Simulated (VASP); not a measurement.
The system is CuO.

```xyz
6
Lattice="4.1338 0.0000 0.0000 0.0000 4.1338 0.0000 0.0000 0.0000 3.8774" Properties=species:S:1:pos:R:3 pbc="T T T"
Cu    2.0669    0.0000    1.9387
Cu    0.0000    2.0669    1.9387
Cu    0.0000    0.0000    0.0000
O     0.0000    0.0000    1.9387
O     2.0669    0.0000    0.0000
O     0.0000    2.0669    0.0000
```

Base run:

- Program: VASP 6.6.1
- Functional: PBE
- Dispersion: D3(BJ)
- Potentials or basis: VASP PAW PBE potentials, release 64 (Cu, O)
- Cutoff: 520 eV
- k mesh: 7 × 7 × 7
- Occupations: fermi-dirac, width 0.05 eV
- Spin: no spin polarisation

Its results: pressure 0.6 GPa.

Question: The run is repeated on the same cell with these changes: potentials or basis from VASP PAW PBE potentials, release 64 (Cu, O) to VASP PAW PBE potentials, release 64 (Cu_sv_GW, O); cutoff from 520 eV to 700 eV; further incar settings from ALGO = Normal; EDIFF = 1e-06; NBANDS = 34 to ALGO = Normal; EDIFF = 1e-06; NBANDS = 46; valence electrons from 51 to 75. What comes out?

Answer: Pressure -3.0 GPa.

Caveats: an odd number of electrons without spin polarisation forces a metal; a magnetic or distorted state may lie lower; pairwise dispersion overbinds metals, which lowers pressure and volume.
